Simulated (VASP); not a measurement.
# CaO (I-4m2) in VASP: single point with HSE06

Aim: the single point of CaO with HSE06.

Program: VASP 6.6.1. These are calculated values, not measurements. Logs are shortened: lines on timing, memory, paths and dates and some standing lists are left out, and cuts for length are marked.

## (1) The cell of the first run

It takes space group I-4m2 (No. 119, tetragonal). The conventional cell has a = 3.659 Å, b = 3.659 Å, c = 5.213 Å, α = 90.00°, β = 90.00°, γ = 90.00°. Ca (site symmetry -4m2) has 4 O at 2.25 Å within 3.0 Å. Within 3.0 Å of O (site symmetry -4m2) lie 4 Ca at 2.25 Å.

## (2) Single point, HSE06 (biaxial xy strain -0.8%)

POSCAR reads:

```
CaO
1.0
    0.0000000000      2.5871812535      2.6067317416
    2.5871812535      0.0000000000      2.6067317416
    2.5871812535      2.5871812535      0.0000000000
Ca O
1 1
Direct
    0.0000000000      0.0000000000      0.0000000000
    0.2500000000      0.2500000000      0.2500000000
```

INCAR.step1 reads:

```
PREC = Accurate
ENCUT = 520
EDIFF = 1E-5
ISMEAR = 0
SIGMA = 0.01
LREAL = False
LASPH = True
NELM = 60
ALGO = Normal
ISIF = 2
LWAVE = True
GGA = PE
NBANDS = 15
```

INCAR.step2 reads:

```
PREC = Accurate
ENCUT = 520
EDIFF = 1E-7
ISMEAR = 0
SIGMA = 0.01
LREAL = False
LASPH = True
NELM = 60
ALGO = Normal
ISIF = 2
LWAVE = False
LCHARG = True
GGA = PE
LHFCALC = True
HFSCREEN = 0.2079
PRECFOCK = Normal
LELF = True
LVHAR = True
ISTART = 1
NBANDS = 15
```

KPOINTS reads:

```
regular mesh
0
Gamma
  6 6 6
```

Potentials or basis: VASP PAW PBE potentials, release 64 (Ca_sv, O).

Launch:

```bash
$ cat potpaw_PBE.64/Ca_sv/POTCAR potpaw_PBE.64/O/POTCAR > POTCAR
$ cp INCAR.step1 INCAR
$ mpirun -np 1 vasp_std > vasp.out
$ cp INCAR.step2 INCAR
$ mpirun -np 1 vasp_std > vasp.out
```

OUTCAR:

```text
PREC = Accurate
   ENCUT = 520
   EDIFF = 1E-7
   ISMEAR = 0
   LREAL = False
   LASPH = True
   NELM = 60
   ISIF = 2
   GGA = PE
   LHFCALC = True
   HFSCREEN = 0.2079
   PRECFOCK = Normal
   ISTART = 1

 ion  position               nearest neighbor table
   1  0.000  0.000  0.000-   2 2.25   2 2.25   2 2.25   2 2.25
   2  0.250  0.250  0.250-   1 2.25   1 2.25   1 2.25   1 2.25

  LATTYP: Found a body centered tetragonal cell.
 ALAT       =     3.6588268170
 C/A-ratio  =     1.4249003148

  Lattice vectors:

 A1 = (  -2.5871812535,   0.0000000000,   2.6067317416)
 A2 = (   2.5871812535,   0.0000000000,   2.6067317416)
 A3 = (   0.0000000000,   2.5871812535,  -2.6067317416)

Analysis of symmetry for initial positions (statically):
=====================================================================
 Subroutine PRICEL returns:
 Original cell was already a primitive cell.

 Routine SETGRP: Setting up the symmetry group for a
 body centered tetragonal supercell.

 Subroutine GETGRP returns: Found  8 space group operations
 (whereof  8 operations were pure point group operations)
 out of a pool of 16 trial point group operations.

The static configuration has the point symmetry D_2d.

Analysis of symmetry for dynamics (positions and initial velocities):
=====================================================================
 Subroutine PRICEL returns:
 Original cell was already a primitive cell.

 Routine SETGRP: Setting up the symmetry group for a
 body centered tetragonal supercell.

 Subroutine GETGRP returns: Found  8 space group operations
 (whereof  8 operations were pure point group operations)
 out of a pool of 16 trial point group operations.

The dynamic configuration has the point symmetry D_2d.

 Subroutine INISYM returns: Found  8 space group operations
 (whereof  8 operations are pure point group operations),
 and found     1 'primitive' translations

----------------------------------------------------------------------------------------

                                     Primitive cell

  volume of cell :      34.8964

  direct lattice vectors                    reciprocal lattice vectors
     0.000000000  2.587181253  2.606731742    -0.193260522  0.193260522  0.191811068
     2.587181253  0.000000000  2.606731742     0.193260522 -0.193260522  0.191811068
     2.587181253  2.587181253  0.000000000     0.193260522  0.193260522 -0.191811068

  length of vectors
     3.672677118  3.672677118  3.658826817     0.333902298  0.333902298  0.333902298

  position of ions in fractional coordinates (direct lattice)
     0.000000000  0.000000000  0.000000000
     0.250000000  0.250000000  0.250000000

  ion indices of the primitive-cell ions
   primitive index   ion index
                 1           1
                 2           2

----------------------------------------------------------------------------------------

 KPOINTS: regular mesh

Automatic generation of k-mesh.
 Grid dimensions read from file:
 generate k-points for:    6    6    6

 Generating k-lattice:

  Cartesian coordinates                     Fractional coordinates (reciprocal lattice)
    -0.032210087  0.032210087  0.031968511     0.166666667  0.000000000  0.000000000
     0.032210087 -0.032210087  0.031968511     0.000000000  0.166666667  0.000000000
     0.032210087  0.032210087 -0.031968511    -0.000000000 -0.000000000  0.166666667

  Length of vectors
     0.055650383  0.055650383  0.055650383

  Shift w.r.t. Gamma in fractional coordinates (k-lattice)
     0.000000000  0.000000000  0.000000000

 Subroutine IBZKPT returns following result:
 ===========================================

 Found     30 irreducible k-points:

 Following reciprocal coordinates:
            Coordinates               Weight
  0.000000  0.000000  0.000000      1.000000
  0.166667  0.000000  0.000000      8.000000
  0.333333  0.000000  0.000000      8.000000
  0.500000 -0.000000  0.000000      4.000000
  0.166667  0.166667  0.000000      2.000000
  0.333333  0.166667  0.000000      8.000000
[... 16 lines left out ...]
  0.333333  0.000000  0.333333      4.000000
  0.500000 -0.000000  0.333333     16.000000
 [... further k-points ...]
   k-points           NKPTS =     30   k-points in BZ     NKDIM =    216   number of bands    NBANDS=     15
   number of dos      NEDOS =    301   number of ions     NIONS =      2
   total plane-waves  NPLWV =  21952
   dimension x,y,z NGX =    28 NGY =   28 NGZ =   28
   dimension x,y,z NGXF=    56 NGYF=   56 NGZF=   56
   ions per type =               1   1
   NGX,Y,Z   is equivalent  to a cutoff of  12.67, 12.67, 12.72 a.u.
   NGXF,Y,Z  is equivalent  to a cutoff of  25.35, 25.35, 25.44 a.u.
 SYSTEM =  unknown system
   PREC   = accura    normal or accurate (medium, high low for compatibility)
   ISTART =      1    job   : 0-new  1-cont  2-samecut
   ICHARG =      0    charge: 1-file 2-atom 10-const
   ISPIN  =      1    spin polarized calculation?
   LNONCOLLINEAR =      F non collinear calculations
   LSORBIT =      F    spin-orbit coupling
   LASPH  =      T    aspherical Exc in radial PAW
   ENCUT  =  520.0 eV  38.22 Ry    6.18 a.u.   6.83  6.83  6.80*2*pi/ulx,y,z
   NELM   =     60;   NELMIN=  2; NELMDL=  0     # of ELM steps
   EDIFF  = 0.1E-06   stopping-criterion for ELM
   LREAL  =      F    real-space projection
   EDIFFG = 0.1E-05   stopping-criterion for IOM
   NSW    =      0    number of steps for IOM
   IBRION =     -1    ionic relax: 0-MD 1-quasi-New 2-CG
   NFREE  =      0    steps in history (QN), initial steepest desc. (CG)
   ISIF   =      2    stress and relaxation
   ISYM   =      3    0-nonsym 1-usesym 2-fastsym
   POTIM  = 0.5000    time-step for ionic-motion
   TEBEG  =    0.0;   TEEND  =   0.0 temperature during run
   PSTRESS=    0.0 pullay stress
   NELECT =      16.0000    total number of electrons
   NUPDOWN=      -1.0000    fix difference up-down
   EMIN   =  10.00;   EMAX   =-10.00  energy-range for DOS
   EFERMI =   0.00;   METHOD = LEGACY
   ISMEAR =     0;   SIGMA  =   0.01  broadening in eV -4-tet -1-fermi 0-gaus
   EFERMI_NEDOS =   21; number of points for ismear=-14 and -15
   IALGO  =     38    algorithm
   IMIX   =      1    mixing-type and parameters
     AMIX     =   0.40;   BMIX     =  1.00
     AMIX_MAG =   1.60;   BMIX_MAG =  1.00
  volume/ion in A,a.u.               =      17.45       117.75
  Fermi-wavevector in a.u.,A,eV,Ry     =   1.262374  2.385542 21.682093  1.593589
  Thomas-Fermi vector in A             =   2.395786
   LORBIT       =      0    0 simple, 1 ext, 2 COOP (PROOUT), +10 PAW based schemes
   GGA     = PE    functional components
   LHFCALC =     T    Hartree Fock is set to
   PRECFOCK=normal    Normal, Fast or Accurate (Low or Medium for compatibility)
   ENCUT4O =  -1.0   cutoff for four orbital integrals eV
   NKREDX  =     1    reduce k-point grid by
   NKREDY  =     1    reduce k-point grid by
   NKREDZ  =     1    reduce k-point grid by
   AEXX    =    0.2500 exact exchange contribution
   HFSCREEN=    0.2079 screening length (either q_TF or 0.3 A-1)
   HFSCREENC=   0.2079 screening length for correlation (either q_TF or 0.3 A-1)
   ENCUTFOCK=  -1.0 apply spherical cutoff to Coloumb kernel
   IVDW    =     0    specifies the selected vdW correction
   LEPSILON=     F    determine dielectric tensor
   LRPA    =     F    only Hartree local field effects (RPA)
 non-spin polarized calculation
 Gauss-broadening in eV      SIGMA  =   0.01
  energy-cutoff  :      520.00
  volume of cell :       34.90
 maximum number of plane-waves:       946
  NGX = 24; NGY = 24; NGZ = 24

 number of electron      15.9999997 magnetization

 Free energy of the ion-electron system (eV)
  ---------------------------------------------------
  ext. energy  EPLUGINS =         0.00000000
  ---------------------------------------------------
  free energy    TOTEN  =       -14.44565284 eV

  energy without entropy =      -14.44565284  energy(sigma->0) =      -14.44565284

 E-fermi :  -0.3900     XC(G=0):  -7.5193

 val. band max:       -0.5064071771   @ k =   0.5000   0.5000   0.0000
 cond. band min:       4.2565765228   @ k =   0.0000   0.0000   0.0000
 fundamental gap:      4.7629836999
 Fermi energy:        -0.3900178668

 k-point     1 :       0.0000    0.0000    0.0000
  band No.  band energies     occupation
      1     -40.1198      2.00000
      2     -19.5845      2.00000
      3     -19.5845      2.00000
      4     -19.5827      2.00000
      5     -16.7726      2.00000
      6      -1.1718      2.00000
      7      -1.1648      2.00000
      8      -1.1648      2.00000
      9       4.2566      0.00000
     10       9.6314      0.00000
     11       9.6974      0.00000
     12      11.3497      0.00000
     13      11.4241      0.00000
     14      11.4241      0.00000
     15      17.9435      0.00000

 k-point     2 :       0.1667    0.0000    0.0000
  band No.  band energies     occupation
      1     -40.1071      2.00000
      2     -19.8535      2.00000
      3     -19.5999      2.00000
      4     -19.5996      2.00000
      5     -16.5072      2.00000
      6      -1.4184      2.00000
      7      -1.0939      2.00000
      8      -1.0862      2.00000
      9       5.1849      0.00000
     10       9.3147      0.00000
     11       9.3666      0.00000
     12      10.9538      0.00000
     13      11.6790      0.00000
     14      11.7136      0.00000
     15      15.5397      0.00000
[... 365 lines left out ...]
      3     -19.7092      2.00000
      4     -19.7028      2.00000
      5     -15.9009      2.00000
      6      -1.9579      2.00000
      7      -0.7097      2.00000
      8      -0.6914      2.00000
      9       6.5009      0.00000
     10       7.8537      0.00000
     11      10.5401      0.00000
     12      11.3639      0.00000
     13      11.4213      0.00000
     14      11.4933      0.00000
     15      16.9798      0.00000

 k-point    24 :       0.5000   -0.0000    0.3333
  band No.  band energies     occupation
      1     -40.0557      2.00000
      2     -20.4992      2.00000
      3     -19.7790      2.00000
      4     -19.7217      2.00000
      5     -15.7351      2.00000
      6      -1.8385      2.00000
      7      -0.7004      2.00000
      8      -0.6133      2.00000
      9       6.2420      0.00000
     10       7.9843      0.00000
     11      10.3102      0.00000
     12      11.3967      0.00000
     13      11.4198      0.00000
     14      12.6576      0.00000
     15      15.2563      0.00000

 [... further k-points ...]

------------------------ aborting loop because EDIFF is reached ----------------------------------------

  FORCE on cell =-STRESS in cart. coord.  units (eV):
  Direction    XX          YY          ZZ          XY          YZ          ZX
  --------------------------------------------------------------------------------------
  -------------------------------------------------------------------------------------
  Total        0.4294029      0.4294029      0.4043275      0.0000000      0.0000000      0.0000000
  in kB       19.7149406     19.7149406     18.5636677      0.0000000      0.0000000      0.0000000
  external PRESSURE =      19.3311830 kB  Pullay stress =       0.0000000 kB

 VOLUME and BASIS-vectors are now :
 -----------------------------------------------------------------------------
  energy-cutoff  :      520.00
  volume of cell :       34.90
      direct lattice vectors                 reciprocal lattice vectors
     0.000000000  2.587181253  2.606731742    -0.193260522  0.193260522  0.191811068
     2.587181253  0.000000000  2.606731742     0.193260522 -0.193260522  0.191811068
     2.587181253  2.587181253  0.000000000     0.193260522  0.193260522 -0.191811068

 POSITION                                       TOTAL-FORCE (eV/Angst)
 -----------------------------------------------------------------------------------
      0.00000      0.00000      0.00000         0.000000      0.000000      0.000000
      1.29359      1.29359      1.30337        -0.000000     -0.000000     -0.000000
 -----------------------------------------------------------------------------------
    total drift:                               -0.000000     -0.000000     -0.000000

  FREE ENERGIE OF THE ION-ELECTRON SYSTEM (eV)
  ---------------------------------------------------
  free  energy   TOTEN  =       -14.4456528352 eV

  energy  without entropy=      -14.4456528352  energy(sigma->0) =      -14.44565284
```

It took 1.5 h on 1 thread of AMD EPYC 7R13 (Zen 3), shared host; peak memory 0.26 GiB.

Results:

```
Free energy            : -14.4457 eV
Pressure               : 1.9 GPa
Band gap on the k mesh : 4.76 eV (least direct gap 5.42 eV)
```

Levels at points of the mesh, in eV from the valence-band top:
| k point | band 5 | band 6 | band 7 | band 8 | band 9 | band 10 | band 11 | band 12 |
| --- | --- | --- | --- | --- | --- | --- | --- | --- |
| (0.00, 0.00, 0.00) | -16.27 | -0.67 | -0.66 | -0.66 | 4.76 | 10.14 | 10.20 | 11.86 |
| (0.50, 0.00, 0.00) | -15.43 | -1.07 | -0.39 | -0.37 | 7.90 | 9.88 | 9.98 | 10.00 |
| (0.50, 0.50, 0.00) | -15.17 | -1.54 | 0.00 | 0.00 | 6.52 | 8.47 | 11.40 | 11.65 |
| (0.50, 0.00, 0.50) | -15.18 | -1.53 | -0.02 | -0.01 | 6.55 | 8.49 | 11.40 | 11.65 |

Caveat: the cell differs from its parent crystal (biaxial xy strain -0.8%); the structure was generated, so it needn't be the stable form of CaO; the PAW data sets were made with another functional, which shifts forces and pressure a little. A k mesh can miss the band edges.
